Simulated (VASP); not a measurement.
# Bi (P6_3/mmc) in VASP: notebook

The runs below take Bi through single point, with r2SCAN.

All numbers are computed with VASP 6.6.1; they aren't measurements. Logs are shortened: lines on timing, memory, paths and dates and some standing lists are left out, and cuts for length are marked.

### Step 1. The cell of the first run

It takes space group P6_3/mmc (No. 194, hexagonal). The conventional cell has a = 3.524 Å, b = 3.524 Å, c = 5.798 Å, α = 90.00°, β = 90.00°, γ = 120.00°. Within 4.6 Å of Bi (site symmetry -6m2) lie 12 Bi at 3.52 to 3.54 Å.

### Step 2. Single point, r2SCAN

The input, POSCAR:

```
Bi
1.0
    3.5237269157      0.0000000000      0.0000000000
   -1.7618634579      3.0516370249      0.0000000000
    0.0000000000      0.0000000000      5.7975240340
Bi
2
Direct
    0.3333333333      0.6666666667      0.2500000000
    0.6666666667      0.3333333333      0.7500000000
```

The input, INCAR.step1:

```
SYSTEM = Bi
ALGO = Normal
EDIFF = 1E-4
ENCUT = 520
GGA = PE
ISMEAR = -1
LASPH = .TRUE.
LCHARG = .FALSE.
LREAL = .FALSE.
LWAVE = .TRUE.
NBANDS = 22
NELM = 80
PREC = Accurate
SIGMA = 0.1
```

The input, INCAR.step2:

```
SYSTEM = Bi
ALGO = Normal
EDIFF = 1E-6
ENCUT = 520
ISIF = 2
ISMEAR = -1
ISTART = 1
LASPH = .TRUE.
LCHARG = .TRUE.
LELF = .TRUE.
LMIXTAU = .TRUE.
LREAL = .FALSE.
LVHAR = .TRUE.
LWAVE = .FALSE.
METAGGA = R2SCAN
NBANDS = 22
NELM = 80
PREC = Accurate
SIGMA = 0.1
```

The input, KPOINTS:

```
k-points
0
G
  10 10 6
  0 0 0
```

Potentials or basis: VASP PAW PBE potentials, release 64 (Bi_d).

Launch:

```
> cat potpaw_PBE.64/Bi_d/POTCAR > POTCAR
> cp INCAR.step1 INCAR
> mpirun -np 1 vasp_std > vasp.out
> cp INCAR.step2 INCAR
> mpirun -np 1 vasp_std > vasp.out
```

OUTCAR:

```text
SYSTEM = Bi
   EDIFF = 1E-6
   ENCUT = 520
   ISIF = 2
   ISMEAR = -1
   ISTART = 1
   LASPH = .TRUE.
   LREAL = .FALSE.
   METAGGA = R2SCAN
   NELM = 80
   PREC = Accurate

 ion  position               nearest neighbor table
   1  0.333  0.667  0.250-   2 3.54   2 3.54   2 3.54   2 3.54   2 3.54   2 3.54
   2  0.667  0.333  0.750-   1 3.54   1 3.54   1 3.54   1 3.54   1 3.54   1 3.54

  LATTYP: Found a hexagonal cell.
 ALAT       =     3.5237269157
 C/A-ratio  =     1.6452818770

  Lattice vectors:

 A1 = (   3.5237269157,   0.0000000000,   0.0000000000)
 A2 = (  -1.7618634579,   3.0516370249,   0.0000000000)
 A3 = (   0.0000000000,   0.0000000000,   5.7975240340)

Analysis of symmetry for initial positions (statically):
=====================================================================
 Subroutine PRICEL returns:
 Original cell was already a primitive cell.

 Routine SETGRP: Setting up the symmetry group for a
 hexagonal supercell.

 Subroutine GETGRP returns: Found 24 space group operations
 (whereof 12 operations were pure point group operations)
 out of a pool of 24 trial point group operations.

The static configuration has the point symmetry D_3d.
 The point group associated with its full space group is D_6h.

Analysis of symmetry for dynamics (positions and initial velocities):
=====================================================================
 Subroutine PRICEL returns:
 Original cell was already a primitive cell.

 Routine SETGRP: Setting up the symmetry group for a
 hexagonal supercell.

 Subroutine GETGRP returns: Found 24 space group operations
 (whereof 12 operations were pure point group operations)
 out of a pool of 24 trial point group operations.

The dynamic configuration has the point symmetry D_3d.
 The point group associated with its full space group is D_6h.

 Subroutine INISYM returns: Found 24 space group operations
 (whereof 12 operations are pure point group operations),
 and found     1 'primitive' translations

----------------------------------------------------------------------------------------

                                     Primitive cell

  volume of cell :      62.3416

  direct lattice vectors                    reciprocal lattice vectors
     3.523726916  0.000000000  0.000000000     0.283790437  0.163846485  0.000000000
    -1.761863458  3.051637025  0.000000000     0.000000000  0.327692970  0.000000000
     0.000000000  0.000000000  5.797524034     0.000000000  0.000000000  0.172487426

  length of vectors
     3.523726916  3.523726916  5.797524034     0.327692970  0.327692970  0.172487426

  position of ions in fractional coordinates (direct lattice)
     0.333333333  0.666666667  0.250000000
     0.666666667  0.333333333  0.750000000

  ion indices of the primitive-cell ions
   primitive index   ion index
                 1           1
                 2           2

----------------------------------------------------------------------------------------

 KPOINTS: k-points

Automatic generation of k-mesh.
 Grid dimensions read from file:
 generate k-points for:   10   10    6

 Generating k-lattice:

  Cartesian coordinates                     Fractional coordinates (reciprocal lattice)
     0.028379044  0.016384648  0.000000000     0.100000000 -0.000000000  0.000000000
     0.000000000  0.032769297  0.000000000     0.000000000  0.100000000  0.000000000
     0.000000000  0.000000000  0.028747904     0.000000000  0.000000000  0.166666667

  Length of vectors
     0.032769297  0.032769297  0.028747904

  Shift w.r.t. Gamma in fractional coordinates (k-lattice)
     0.000000000  0.000000000  0.000000000

 Subroutine IBZKPT returns following result:
 ===========================================

 Found     56 irreducible k-points:

 Following reciprocal coordinates:
            Coordinates               Weight
  0.000000  0.000000  0.000000      1.000000
  0.100000  0.000000  0.000000      6.000000
  0.200000  0.000000  0.000000      6.000000
  0.300000  0.000000  0.000000      6.000000
  0.400000  0.000000  0.000000      6.000000
  0.500000  0.000000  0.000000      3.000000
[... 16 lines left out ...]
  0.300000  0.100000  0.166667     24.000000
  0.400000  0.100000  0.166667     24.000000
 [... further k-points ...]
   k-points           NKPTS =     56   k-points in BZ     NKDIM =     56   number of bands    NBANDS=     22
   number of dos      NEDOS =    301   number of ions     NIONS =      2
   total plane-waves  NPLWV =  37632
   dimension x,y,z NGX =    28 NGY =   28 NGZ =   48
   dimension x,y,z NGXF=    56 NGYF=   56 NGZF=   96
   ions per type =               2
   NGX,Y,Z   is equivalent  to a cutoff of  13.21, 13.21, 13.76 a.u.
   NGXF,Y,Z  is equivalent  to a cutoff of  26.42, 26.42, 27.53 a.u.
 SYSTEM =  Bi
   PREC   = accura    normal or accurate (medium, high low for compatibility)
   ISTART =      1    job   : 0-new  1-cont  2-samecut
   ICHARG =      0    charge: 1-file 2-atom 10-const
   ISPIN  =      1    spin polarized calculation?
   LNONCOLLINEAR =      F non collinear calculations
   LSORBIT =      F    spin-orbit coupling
   LASPH  =      T    aspherical Exc in radial PAW
   ENCUT  =  520.0 eV  38.22 Ry    6.18 a.u.   6.55  6.55 10.78*2*pi/ulx,y,z
   NELM   =     80;   NELMIN=  2; NELMDL=  0     # of ELM steps
   EDIFF  = 0.1E-05   stopping-criterion for ELM
   LREAL  =      F    real-space projection
   EDIFFG = 0.1E-04   stopping-criterion for IOM
   NSW    =      0    number of steps for IOM
   IBRION =     -1    ionic relax: 0-MD 1-quasi-New 2-CG
   NFREE  =      0    steps in history (QN), initial steepest desc. (CG)
   ISIF   =      2    stress and relaxation
   ISYM   =      2    0-nonsym 1-usesym 2-fastsym
   POTIM  = 0.5000    time-step for ionic-motion
   TEBEG  =    0.0;   TEEND  =   0.0 temperature during run
   PSTRESS=    0.0 pullay stress
   NELECT =      30.0000    total number of electrons
   NUPDOWN=      -1.0000    fix difference up-down
   EMIN   =  10.00;   EMAX   =-10.00  energy-range for DOS
   EFERMI =   0.00;   METHOD = LEGACY
   ISMEAR =    -1;   SIGMA  =   0.10  broadening in eV -4-tet -1-fermi 0-gaus
   EFERMI_NEDOS =   21; number of points for ismear=-14 and -15
   IALGO  =     38    algorithm
   IMIX   =      4    mixing-type and parameters
     AMIX     =   0.40;   BMIX     =  1.00
     AMIX_MAG =   1.60;   BMIX_MAG =  1.00
  volume/ion in A,a.u.               =      31.17       210.35
  Fermi-wavevector in a.u.,A,eV,Ry     =   1.282890  2.424310 22.392554  1.645806
  Thomas-Fermi vector in A             =   2.415175
   LORBIT       =      0    0 simple, 1 ext, 2 COOP (PROOUT), +10 PAW based schemes
   METAGGA = R2SCAN    functional components
   LHFCALC =     F    Hartree Fock is set to
   AEXX    =    0.0000 exact exchange contribution
   IVDW    =     0    specifies the selected vdW correction
   LEPSILON=     F    determine dielectric tensor
   LRPA    =     F    only Hartree local field effects (RPA)
 non-spin polarized calculation
  energy-cutoff  :      520.00
  volume of cell :       62.34
 maximum number of plane-waves:      1713
 NGX is ok and might be reduce to    28
   NGX = 13   NGY = 13   NGZ = 21

 number of electron      30.0000004 magnetization

 Free energy of the ion-electron system (eV)
  ---------------------------------------------------
  ext. energy  EPLUGINS =         0.00000000
  ---------------------------------------------------
  free energy    TOTEN  =      -116.52725747 eV

  energy without entropy =     -116.49461400  energy(sigma->0) =     -116.51093574

 E-fermi :   7.9177     XC(G=0): -11.0846

 val. band max:        7.9142353412   @ k =   0.2000   0.0000   0.3333
 cond. band min:       7.9704143091   @ k =   0.3000   0.3000   0.0000
 fundamental gap:      0.0561789678
 Fermi energy:         7.9177351115

 k-point     1 :       0.0000    0.0000    0.0000
  band No.  band energies     occupation
      1     -15.9184      2.00000
      2     -15.9084      2.00000
      3     -15.8955      2.00000
      4     -15.8955      2.00000
      5     -15.8865      2.00000
      6     -15.8865      2.00000
[... 14 lines left out ...]
     21      18.2406      0.00000
     22      19.0004      0.00000

 k-point     2 :       0.1000    0.0000    0.0000
  band No.  band energies     occupation
      1     -15.9202      2.00000
      2     -15.9060      2.00000
      3     -15.8899      2.00000
      4     -15.8818      2.00000
      5     -15.8793      2.00000
      6     -15.8728      2.00000
[... 14 lines left out ...]
     21      18.2353      0.00000
     22      18.3586      0.00000

 k-point     3 :       0.2000    0.0000    0.0000
  band No.  band energies     occupation
      1     -15.9375      2.00000
      2     -15.8918      2.00000
      3     -15.8856      2.00000
      4     -15.8819      2.00000
      5     -15.8767      2.00000
      6     -15.8461      2.00000
[... 14 lines left out ...]
     21      17.6425      0.00000
     22      18.4963      0.00000

 k-point     4 :       0.3000    0.0000    0.0000
  band No.  band energies     occupation
      1     -15.9587      2.00000
      2     -15.9020      2.00000
      3     -15.8974      2.00000
      4     -15.8893      2.00000
      5     -15.8588      2.00000
      6     -15.8155      2.00000
[... 14 lines left out ...]
     21      17.0639      0.00000
     22      18.4591      0.00000

 k-point     5 :       0.4000    0.0000    0.0000
  band No.  band energies     occupation
      1     -15.9750      2.00000
      2     -15.9195      2.00000
      3     -15.9039      2.00000
      4     -15.8988      2.00000
      5     -15.8360      2.00000
      6     -15.8321      2.00000
[... 417 lines left out ...]
 k-point    22 :       0.2000    0.1000    0.1667
  band No.  band energies     occupation
      1     -15.9332      2.00000
      2     -15.9054      2.00000
      3     -15.8976      2.00000
      4     -15.8817      2.00000
      5     -15.8654      2.00000
      6     -15.8386      2.00000
[... 14 lines left out ...]
     21      16.7475      0.00000
     22      18.0344      0.00000

 k-point    23 :       0.3000    0.1000    0.1667
  band No.  band energies     occupation
      1     -15.9505      2.00000
      2     -15.9190      2.00000
      3     -15.8970      2.00000
      4     -15.8878      2.00000
      5     -15.8519      2.00000
      6     -15.8282      2.00000
[... 14 lines left out ...]
     21      16.9724      0.00000
     22      17.8829      0.00000

 k-point    24 :       0.4000    0.1000    0.1667
  band No.  band energies     occupation
      1     -15.9605      2.00000
      2     -15.9313      2.00000
      3     -15.8984      2.00000
      4     -15.8914      2.00000
      5     -15.8550      2.00000
      6     -15.8149      2.00000
[... 14 lines left out ...]
     21      17.4483      0.00000
     22      18.0540      0.00000

 [... further k-points ...]

------------------------ aborting loop because EDIFF is reached ----------------------------------------

  FORCE on cell =-STRESS in cart. coord.  units (eV):
  Direction    XX          YY          ZZ          XY          YZ          ZX
  --------------------------------------------------------------------------------------
  -------------------------------------------------------------------------------------
  Total       -0.0298110     -0.0298110      0.0070940      0.0000000      0.0000000      0.0000000
  in kB       -0.7661420     -0.7661420      0.1823161      0.0000000      0.0000000      0.0000000
  external PRESSURE =      -0.4499893 kB  Pullay stress =       0.0000000 kB

 VOLUME and BASIS-vectors are now :
 -----------------------------------------------------------------------------
  energy-cutoff  :      520.00
  volume of cell :       62.34
      direct lattice vectors                 reciprocal lattice vectors
     3.523726916  0.000000000  0.000000000     0.283790437  0.163846485  0.000000000
    -1.761863458  3.051637025  0.000000000     0.000000000  0.327692970  0.000000000
     0.000000000  0.000000000  5.797524034     0.000000000  0.000000000  0.172487426

 POSITION                                       TOTAL-FORCE (eV/Angst)
 -----------------------------------------------------------------------------------
     -0.00000      2.03442      1.44938         0.000000      0.000000      0.000000
      1.76186      1.01721      4.34814        -0.000000     -0.000000      0.000000
 -----------------------------------------------------------------------------------
    total drift:                               -0.000000      0.000000      0.000000

  FREE ENERGIE OF THE ION-ELECTRON SYSTEM (eV)
  ---------------------------------------------------
  free  energy   TOTEN  =      -116.5272574699 eV

  energy  without entropy=     -116.4946140043  energy(sigma->0) =     -116.51093574
```

Run time: 3.3 min. Hardware: 1 thread of Intel Xeon 6975P-C, shared host; peak memory 0.23 GiB.

Results:

```yaml
Free_energy: -116.5273 eV
Pressure: 0.0 GPa
Band_gap_on_the_k_mesh: zero (band 15 reaches 12.22 eV, above the bottom of band 16 at 5.31 eV)
```

Stress tensor (GPa, compression positive):
```
-0.08  0.00  0.00
 0.00 -0.08  0.00
 0.00  0.00  0.02
```

Levels at points of the mesh, in eV from the Fermi level:
```
           k point  band 11  band 12  band 13  band 14  band 15  band 16  band 17  band 18  band 19  band 20
(0.00, 0.00, 0.00)   -14.23   -11.25    -5.56     3.54     3.54     5.12     5.16     5.16     7.61     8.80
(0.50, 0.00, 0.00)   -11.26   -10.16    -4.66    -3.24    -2.10     0.26     0.39     3.48     5.24     7.67
(0.00, 0.00, 0.50)   -13.14   -13.14    -1.19    -1.19     4.31     4.31     4.31     4.31     8.57     8.57
(0.50, 0.00, 0.50)   -10.65   -10.65    -5.11    -5.11     1.50     1.50     1.62     1.62     6.13     6.13
```

Caveat: the PAW data sets were made with another functional, which shifts forces and pressure a little; spin-orbit coupling is left out, which moves the levels of the heavy elements.

### Step 3. Single point, r2SCAN (volume scaled by 0.88)

The input, POSCAR:

```
Bi
1.0
    3.3767310229      0.0000000000      0.0000000000
   -1.6883655115      2.9243348476      0.0000000000
    0.0000000000      0.0000000000      5.5556743556
Bi
2
Direct
    0.3333333333      0.6666666667      0.2500000000
    0.6666666667      0.3333333333      0.7500000000
```

The input, INCAR.step1:

```
ALGO = Normal
EDIFF = 1E-4
ENCUT = 520
GGA = PE
ISMEAR = -1
LASPH = True
LCHARG = False
LREAL = False
LWAVE = True
NBANDS = 22
NELM = 80
PREC = Accurate
SIGMA = 0.1
```

The input, INCAR.step2:

```
ALGO = Normal
EDIFF = 1E-6
ENCUT = 520
ISIF = 2
ISMEAR = -1
ISTART = 1
LASPH = True
LCHARG = False
LMIXTAU = True
LREAL = False
LWAVE = False
METAGGA = R2SCAN
NBANDS = 22
NELM = 80
PREC = Accurate
SIGMA = 0.1
```

The input, KPOINTS:

```
k-points
0
Gamma
  12 12 6
```

Potentials or basis: VASP PAW PBE potentials, release 64 (Bi_d).

Launch:

```
> cat potpaw_PBE.64/Bi_d/POTCAR > POTCAR
> cp INCAR.step1 INCAR
> mpirun -np 1 vasp_std > vasp.out
> cp INCAR.step2 INCAR
> mpirun -np 1 vasp_std > vasp.out
```

OUTCAR:

```text
EDIFF = 1E-6
   ENCUT = 520
   ISIF = 2
   ISMEAR = -1
   ISTART = 1
   LASPH = True
   LREAL = False
   METAGGA = R2SCAN
   NELM = 80
   PREC = Accurate

 ion  position               nearest neighbor table
   1  0.333  0.667  0.250-   2 3.39   2 3.39   2 3.39   2 3.39   2 3.39   2 3.39
   2  0.667  0.333  0.750-   1 3.39   1 3.39   1 3.39   1 3.39   1 3.39   1 3.39

  LATTYP: Found a hexagonal cell.
 ALAT       =     3.3767310229
 C/A-ratio  =     1.6452818770

  Lattice vectors:

 A1 = (   3.3767310229,   0.0000000000,   0.0000000000)
 A2 = (  -1.6883655115,   2.9243348476,   0.0000000000)
 A3 = (   0.0000000000,   0.0000000000,   5.5556743556)

Analysis of symmetry for initial positions (statically):
=====================================================================
 Subroutine PRICEL returns:
 Original cell was already a primitive cell.

 Routine SETGRP: Setting up the symmetry group for a
 hexagonal supercell.

 Subroutine GETGRP returns: Found 24 space group operations
 (whereof 12 operations were pure point group operations)
 out of a pool of 24 trial point group operations.

The static configuration has the point symmetry D_3d.
 The point group associated with its full space group is D_6h.
[... 159 lines left out ...]

  energy without entropy =     -116.30580994  energy(sigma->0) =     -116.31938734

 E-fermi :   9.6273     XC(G=0): -11.7929

 val. band max:        9.5196604871   @ k =   0.4167   0.0833   0.1667
 cond. band min:       9.7285625333   @ k =   0.2500   0.2500   0.1667
 fundamental gap:      0.2089020462
 Fermi energy:         9.6272604152

 k-point     1 :       0.0000    0.0000    0.0000
  band No.  band energies     occupation
      1     -14.3448      2.00000
      2     -14.3428      2.00000
      3     -14.3114      2.00000
      4     -14.3114      2.00000
      5     -14.2962      2.00000
      6     -14.2962      2.00000
[... 589 lines left out ...]
     21      18.8230      0.00000
     22      20.6525      0.00000

 [... further k-points ...]

------------------------ aborting loop because EDIFF is reached ----------------------------------------

  FORCE on cell =-STRESS in cart. coord.  units (eV):
  Direction    XX          YY          ZZ          XY          YZ          ZX
  --------------------------------------------------------------------------------------
  -------------------------------------------------------------------------------------
  Total        3.1790090      3.1790090      3.3515010     -0.0000000     -0.0000000      0.0000000
  in kB       92.8414665     92.8414665     97.8790131     -0.0000000     -0.0000000      0.0000000
  external PRESSURE =      94.5206487 kB  Pullay stress =       0.0000000 kB

 VOLUME and BASIS-vectors are now :
 -----------------------------------------------------------------------------
  energy-cutoff  :      520.00
  volume of cell :       54.86
      direct lattice vectors                 reciprocal lattice vectors
     3.376731023  0.000000000  0.000000000     0.296144405  0.170979052  0.000000000
    -1.688365512  2.924334848  0.000000000     0.000000000  0.341958104  0.000000000
     0.000000000  0.000000000  5.555674356     0.000000000  0.000000000  0.179996151

 POSITION                                       TOTAL-FORCE (eV/Angst)
 -----------------------------------------------------------------------------------
     -0.00000      1.94956      1.38892         0.000000     -0.000000      0.000000
      1.68837      0.97478      4.16676        -0.000000      0.000000      0.000000
 -----------------------------------------------------------------------------------
    total drift:                               -0.000000      0.000000      0.000000

  FREE ENERGIE OF THE ION-ELECTRON SYSTEM (eV)
  ---------------------------------------------------
  free  energy   TOTEN  =      -116.3329647523 eV

  energy  without entropy=     -116.3058099358  energy(sigma->0) =     -116.31938734
```

OUTCAR.step1:

```text
EDIFF = 1E-4
   ENCUT = 520
   GGA = PE
   ISMEAR = -1
   LASPH = True
[... 824 lines left out ...]
     -0.00000      1.94956      1.38892         0.000000     -0.000000      0.000000
      1.68837      0.97478      4.16676        -0.000000      0.000000      0.000000
 -----------------------------------------------------------------------------------
    total drift:                               -0.000000      0.000000      0.000000

  FREE ENERGIE OF THE ION-ELECTRON SYSTEM (eV)
  ---------------------------------------------------
  free  energy   TOTEN  =        -7.2938787733 eV

  energy  without entropy=       -7.2639211906  energy(sigma->0) =       -7.27889998
```

Wall time 3.5 min (1 thread of Intel Xeon 6975P-C, shared host); peak memory 0.23 GiB.

What came out:

* Free energy: -116.3330 eV
* Pressure: 9.5 GPa
* Band gap on the k mesh: zero (band 15 reaches 14.70 eV, above the bottom of band 16 at 6.18 eV)

Levels at points of the mesh, in eV from the Fermi level:
```
           k point  band 13  band 14  band 15  band 16  band 17  band 18
(0.00, 0.00, 0.00)    -6.42     4.16     4.16     6.09     6.11     6.11
(0.50, 0.00, 0.00)    -5.18    -3.65    -2.47     0.15     0.39     4.08
(0.00, 0.00, 0.50)    -1.19    -1.19     5.08     5.08     5.08     5.08
(0.50, 0.00, 0.50)    -5.89    -5.89     1.81     1.81     1.84     1.84
```

Caveat: the PAW data sets were made with another functional, which shifts forces and pressure a little; spin-orbit coupling is left out, which moves the levels of the heavy elements.

(Continued in part 2 of 2.)
